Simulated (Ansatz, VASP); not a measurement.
**SnO: VASP beside Ansatz**

```
Sn O
1.0
     3.83668    0.00000    0.00000
     0.00000    3.83668    0.00000
     0.00000    0.00000    4.76036
Sn O
2 2
Direct
  0.50000 0.00000 0.24340
  0.00000 0.50000 0.75660
  0.00000 0.00000 0.00000
  0.50000 0.50000 0.00000
```

Alike in both runs: functional PBE; dispersion D3(BJ); k mesh 10 × 10 × 8; occupations gaussian, width 0.05 eV; no spin polarisation.

Ansatz relaxed the structure, and its values are those at the end. VASP's run is a single point on that final structure, the one shown.

|  | VASP | Ansatz |
| --- | --- | --- |
| version | VASP 6.6.1 | Ansatz 0.2.0 |
| potentials or method | VASP PAW PBE potentials, release 64 (Sn_d, O_h), cutoff 910 eV | scalar-relativistic, plane waves, PAW |
| valence electrons in the cell | 40 | 40 |

|  | VASP | Ansatz | Ansatz less VASP |
| --- | --- | --- | --- |
| rms of the force components (eV/Å) | 0.030 | 0.000 | -0.0292 |

Noted on VASP's run: the cutoff is short for stress, so the pressure is rough.
